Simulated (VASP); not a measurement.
# Pd in VASP: relaxation of the atoms with PBEsol

Aim: the relaxation of the atoms of Pd with PBEsol.

Program: VASP 6.6.1. These are calculated values, not measurements. Logs are shortened: lines on timing, memory, paths and dates and some standing lists are left out, and cuts for length are marked.

### 1 The cell of the first run

The cell holds a slab with vacuum, 5 atoms: a = 2.742 Å, b = 2.742 Å, c = 24.955 Å, α = 90.00°, β = 90.00°, γ = 120.00°.

### 2 Relaxation of the atoms, PBEsol

Input file INCAR:

```
SYSTEM = Pd
PREC = Accurate
ENCUT = 520
EDIFF = 1E-6
ISMEAR = -1
SIGMA = 0.08
LREAL = .FALSE.
LASPH = .TRUE.
NELM = 80
ALGO = Normal
ISIF = 2
LWAVE = .FALSE.
LCHARG = .FALSE.
LDIPOL = .TRUE.
IDIPOL = 3
DIPOL = 0.5 0.5 0.500
GGA = PS
IBRION = 2
NSW = 32
EDIFFG = -0.01
```

Input file KPOINTS:

```
Automatic mesh
0
G
  14 14 1
  0 0 0
```

Input file POSCAR:

```
Pd
1.0
    2.7417966102      0.0000000000      0.0000000000
   -1.3708983051      2.3744655164      0.0000000000
    0.0000000000      0.0000000000     24.9547000000
Pd
5
Direct
    0.8333333333      0.1666666667      0.3210532309
    0.1666666667      0.8333333333      0.4107727556
    0.5000000000      0.5000000000      0.5000000006
    0.8333333333      0.1666666667      0.5892272437
    0.1666666667      0.8333333333      0.6789467693
```

Potentials or basis: VASP PAW PBE potentials, release 64 (Pd).

The run is started by

```
$ cat potpaw_PBE.64/Pd/POTCAR > POTCAR
$ mpirun -np 1 vasp_std > vasp.out
```

OUTCAR:

```text
SYSTEM = Pd
   PREC = Accurate
   ENCUT = 520
   EDIFF = 1E-6
   ISMEAR = -1
   LREAL = .FALSE.
   LASPH = .TRUE.
   NELM = 80
   ISIF = 2
   GGA = PS
   IBRION = 2
   NSW = 32
   EDIFFG = -0.01

 ion  position               nearest neighbor table
   1  0.833  0.167  0.321-   2 2.74   2 2.74   2 2.74
   2  0.167  0.833  0.411-   3 2.73   3 2.73   3 2.73   1 2.74   1 2.74   1 2.74
   3  0.500  0.500  0.500-   4 2.73   4 2.73   4 2.73   2 2.73   2 2.73   2 2.73
   4  0.833  0.167  0.589-   3 2.73   3 2.73   3 2.73   5 2.74   5 2.74   5 2.74
   5  0.167  0.833  0.679-   4 2.74   4 2.74   4 2.74

  LATTYP: Found a hexagonal cell.
 ALAT       =     2.7417966102
 C/A-ratio  =     9.1015868599

  Lattice vectors:

 A1 = (   2.7417966102,   0.0000000000,   0.0000000000)
 A2 = (  -1.3708983051,   2.3744655164,   0.0000000000)
 A3 = (   0.0000000000,   0.0000000000,  24.9547000000)

Analysis of symmetry for initial positions (statically):
=====================================================================
 Subroutine PRICEL returns:
 Original cell was already a primitive cell.

 Routine SETGRP: Setting up the symmetry group for a
 hexagonal supercell.

 Subroutine GETGRP returns: Found 12 space group operations
 (whereof  4 operations were pure point group operations)
 out of a pool of 24 trial point group operations.

The static configuration has the point symmetry C_2h.
 The point group associated with its full space group is D_3d.

Analysis of symmetry for dynamics (positions and initial velocities):
=====================================================================
 Subroutine PRICEL returns:
 Original cell was already a primitive cell.

 Routine SETGRP: Setting up the symmetry group for a
 hexagonal supercell.

 Subroutine GETGRP returns: Found 12 space group operations
 (whereof  4 operations were pure point group operations)
 out of a pool of 24 trial point group operations.

The dynamic configuration has the point symmetry C_2h.
 The point group associated with its full space group is D_3d.

 Subroutine INISYM returns: Found 12 space group operations
 (whereof  4 operations are pure point group operations),
 and found     1 'primitive' translations

----------------------------------------------------------------------------------------

                                     Primitive cell

  volume of cell :     162.4626

  direct lattice vectors                    reciprocal lattice vectors
     2.741796610  0.000000000  0.000000000     0.364724355  0.210573705  0.000000000
    -1.370898305  2.374465516  0.000000000     0.000000000  0.421147409  0.000000000
     0.000000000  0.000000000 24.954700000     0.000000000  0.000000000  0.040072612

  length of vectors
     2.741796610  2.741796610 24.954700000     0.421147409  0.421147409  0.040072612

  position of ions in fractional coordinates (direct lattice)
     0.833333333  0.166666667  0.321053231
     0.166666667  0.833333333  0.410772756
     0.500000000  0.500000000  0.500000001
     0.833333333  0.166666667  0.589227244
     0.166666667  0.833333333  0.678946769

  ion indices of the primitive-cell ions
   primitive index   ion index
                 1           1
                 2           2
                 3           3
                 4           4
                 5           5

----------------------------------------------------------------------------------------

 KPOINTS: Automatic mesh

Automatic generation of k-mesh.
 Grid dimensions read from file:
 generate k-points for:   14   14    1

 Generating k-lattice:

  Cartesian coordinates                     Fractional coordinates (reciprocal lattice)
     0.026051740  0.015040979  0.000000000     0.071428571  0.000000000  0.000000000
     0.000000000  0.030081958  0.000000000     0.000000000  0.071428571  0.000000000
     0.000000000  0.000000000  0.040072612     0.000000000  0.000000000  1.000000000

  Length of vectors
     0.030081958  0.030081958  0.040072612

  Shift w.r.t. Gamma in fractional coordinates (k-lattice)
     0.000000000  0.000000000  0.000000000

 Subroutine IBZKPT returns following result:
 ===========================================

 Found     24 irreducible k-points:

 Following reciprocal coordinates:
            Coordinates               Weight
  0.000000  0.000000  0.000000      1.000000
  0.071429  0.000000  0.000000      6.000000
  0.142857  0.000000  0.000000      6.000000
  0.214286  0.000000  0.000000      6.000000
  0.285714  0.000000  0.000000      6.000000
  0.357143  0.000000  0.000000      6.000000
[... 16 lines left out ...]
  0.285714  0.285714  0.000000      6.000000
  0.357143  0.285714  0.000000      6.000000
   k-points           NKPTS =     24   k-points in BZ     NKDIM =     24   number of bands    NBANDS=     30
   number of dos      NEDOS =    301   number of ions     NIONS =      5
   total plane-waves  NPLWV =  76800
   dimension x,y,z NGX =    20 NGY =   20 NGZ =  192
   dimension x,y,z NGXF=    40 NGYF=   40 NGZF=  384
   ions per type =               5
   NGX,Y,Z   is equivalent  to a cutoff of  12.13, 12.13, 12.79 a.u.
   NGXF,Y,Z  is equivalent  to a cutoff of  24.25, 24.25, 25.58 a.u.
 SYSTEM =  Pd
   PREC   = accura    normal or accurate (medium, high low for compatibility)
   ISTART =      0    job   : 0-new  1-cont  2-samecut
   ICHARG =      2    charge: 1-file 2-atom 10-const
   ISPIN  =      1    spin polarized calculation?
   LNONCOLLINEAR =      F non collinear calculations
   LSORBIT =      F    spin-orbit coupling
   LASPH  =      T    aspherical Exc in radial PAW
   ENCUT  =  520.0 eV  38.22 Ry    6.18 a.u.   5.10  5.10 46.40*2*pi/ulx,y,z
   NELM   =     80;   NELMIN=  2; NELMDL= -5     # of ELM steps
   EDIFF  = 0.1E-05   stopping-criterion for ELM
   LREAL  =      F    real-space projection
   EDIFFG = -.1E-01   stopping-criterion for IOM
   NSW    =     32    number of steps for IOM
   IBRION =      2    ionic relax: 0-MD 1-quasi-New 2-CG
   NFREE  =      1    steps in history (QN), initial steepest desc. (CG)
   ISIF   =      2    stress and relaxation
   ISYM   =      2    0-nonsym 1-usesym 2-fastsym
   POTIM  = 0.5000    time-step for ionic-motion
   TEBEG  =    0.0;   TEEND  =   0.0 temperature during run
   PSTRESS=    0.0 pullay stress
   NELECT =      50.0000    total number of electrons
   NUPDOWN=      -1.0000    fix difference up-down
   EMIN   =  10.00;   EMAX   =-10.00  energy-range for DOS
   EFERMI =   0.00;   METHOD = LEGACY
   ISMEAR =    -1;   SIGMA  =   0.08  broadening in eV -4-tet -1-fermi 0-gaus
   EFERMI_NEDOS =   21; number of points for ismear=-14 and -15
   IALGO  =     38    algorithm
   IMIX   =      4    mixing-type and parameters
     AMIX     =   0.40;   BMIX     =  1.00
     AMIX_MAG =   1.60;   BMIX_MAG =  1.00
  volume/ion in A,a.u.               =      32.49       219.27
  Fermi-wavevector in a.u.,A,eV,Ry     =   1.105300  2.088715 16.622089  1.221689
  Thomas-Fermi vector in A             =   2.241786
   LORBIT       =      0    0 simple, 1 ext, 2 COOP (PROOUT), +10 PAW based schemes
   GGA     = PS    functional components
   LHFCALC =     F    Hartree Fock is set to
   AEXX    =    0.0000 exact exchange contribution
   IVDW    =     0    specifies the selected vdW correction
   LEPSILON=     F    determine dielectric tensor
   LRPA    =     F    only Hartree local field effects (RPA)
 conjugate gradient relaxation of ions
 non-spin polarized calculation
  energy-cutoff  :      520.00
  volume of cell :      162.46
 maximum number of plane-waves:      4401
   NGX = 11   NGY = 11   NGZ = 93

--------------------------------------- Ionic step        1  -------------------------------------------

 number of electron      50.0000004 magnetization

 Free energy of the ion-electron system (eV)
  ---------------------------------------------------
  ext. energy  EPLUGINS =         0.00000000
  ---------------------------------------------------
  free energy    TOTEN  =       -28.54111342 eV

  energy without entropy =      -28.30056618  energy(sigma->0) =      -28.42083980

------------------------ aborting loop because EDIFF is reached ----------------------------------------

  FORCE on cell =-STRESS in cart. coord.  units (eV):
  Direction    XX          YY          ZZ          XY          YZ          ZX
  --------------------------------------------------------------------------------------
  -------------------------------------------------------------------------------------
  Total       -2.3253246     -2.3253246     -0.1658596      0.0000000     -0.0000000     -0.0000000
  in kB      -22.9319355    -22.9319355     -1.6356781      0.0000000     -0.0000000     -0.0000000
  external PRESSURE =     -15.8331830 kB  Pullay stress =       0.0000000 kB
[... 180 lines left out ...]
  energy  without entropy=      -28.3005672940  energy(sigma->0) =      -28.42086552

--------------------------------------- Ionic step        6  -------------------------------------------

 number of electron      50.0000002 magnetization

 dipolmoment           0.000000      0.000000      0.000000 electrons x Angstroem

 Free energy of the ion-electron system (eV)
  ---------------------------------------------------
  ext. energy  EPLUGINS =         0.00000000
  ---------------------------------------------------
  free energy    TOTEN  =       -28.54118542 eV

  energy without entropy =      -28.30068861  energy(sigma->0) =      -28.42093701

 E-fermi :   1.4693     XC(G=0):  -6.6908

 val. band max:        1.4602314143   @ k =   0.3571   0.1429   0.0000
 cond. band min:       1.4829382927   @ k =   0.2857   0.0714   0.0000
 fundamental gap:      0.0227068784
 Fermi energy:         1.4693029266

 k-point     1 :       0.0000    0.0000    0.0000
  band No.  band energies     occupation
      1      -5.5830      2.00000
      2      -4.7212      2.00000
      3      -4.0201      2.00000
      4      -3.7258      2.00000
      5      -3.6386      2.00000
      6      -1.5194      2.00000
[... 781 lines left out ...]
     29       8.0292      0.00000
     30       8.6811      0.00000

------------------------ aborting loop because EDIFF is reached ----------------------------------------

 vacuum level on the upper side and lower side of the slab       (xc-potential included)        -0.006        -0.006

  FORCE on cell =-STRESS in cart. coord.  units (eV):
  Direction    XX          YY          ZZ          XY          YZ          ZX
  --------------------------------------------------------------------------------------
  -------------------------------------------------------------------------------------
  Total       -2.2625860     -2.2625860     -0.0391717      0.0000000     -0.0000000      0.0000000
  in kB      -22.3132183    -22.3132183     -0.3863042      0.0000000     -0.0000000      0.0000000
  external PRESSURE =     -15.0042469 kB  Pullay stress =       0.0000000 kB

 VOLUME and BASIS-vectors are now :
 -----------------------------------------------------------------------------
  energy-cutoff  :      520.00
  volume of cell :      162.46
      direct lattice vectors                 reciprocal lattice vectors
     2.741796610  0.000000000  0.000000000     0.364724355  0.210573705  0.000000000
    -1.370898305  2.374465516  0.000000000     0.000000000  0.421147409  0.000000000
     0.000000000  0.000000000 24.954700000     0.000000000  0.000000000  0.040072612
[... 11 lines left out ...]
  FREE ENERGIE OF THE ION-ELECTRON SYSTEM (eV)
  ---------------------------------------------------
  free  energy   TOTEN  =       -28.5411854182 eV

  energy  without entropy=      -28.3006886079  energy(sigma->0) =      -28.42093701

 reached required accuracy - stopping structural energy minimisation

 vacuum level on the upper side and lower side of the slab         6.811         6.811
```

It took 5.2 min on 1 thread of Intel Xeon Platinum 8559C (Emerald Rapids), shared host; peak memory 0.3 GiB.

What came out:

| Property | Result |
| --- | --- |
| Free energy | -28.5412 eV |
| Energy gained by relaxing | 0.0 meV/atom |
| Ionic steps | 6 |
| Largest force after relaxing | 0.003 eV/Å |
| Band gap on the k mesh | zero (bands 25 and 26 overlap by 0.95 eV) |

Forces on the atoms (eV/Å):
```
Pd   0.000  0.000 -0.001
Pd   0.000  0.000  0.003
Pd   0.000  0.000  0.000
Pd   0.000  0.000 -0.003
Pd   0.000  0.000  0.001
```

Final structure:
```cif
data_structure
_symmetry_space_group_name_H-M 'P 1'
_symmetry_Int_Tables_number 1
_cell_length_a 2.7418
_cell_length_b 2.7418
_cell_length_c 24.9547
_cell_angle_alpha 90.000
_cell_angle_beta 90.000
_cell_angle_gamma 120.000
_cell_volume 162.46
loop_
_atom_site_label
_atom_site_type_symbol
_atom_site_fract_x
_atom_site_fract_y
_atom_site_fract_z
_atom_site_occupancy
Pd1 Pd 0.83333 0.16667 0.32126 1
Pd2 Pd 0.16667 0.83333 0.41086 1
Pd3 Pd 0.50000 0.50000 0.50000 1
Pd4 Pd 0.83333 0.16667 0.58914 1
Pd5 Pd 0.16667 0.83333 0.67874 1
```

Levels at points of the mesh, in eV from the Fermi level:
| k point | band 22 | band 23 | band 24 | band 25 | band 26 | band 27 | band 28 | band 29 |
| --- | --- | --- | --- | --- | --- | --- | --- | --- |
| (0.00, 0.00, 0.00) | -1.17 | -1.17 | -0.80 | -0.80 | -0.32 | -0.32 | -0.07 | -0.07 |
| (0.50, 0.00, 0.00) | 0.05 | 0.16 | 0.32 | 0.33 | 1.59 | 2.78 | 3.53 | 3.59 |

Caveat: the PAW data sets were made with another functional, which shifts forces and pressure a little.

The gap in the log of VASP goes by the Fermi energy; the results here count the filled bands.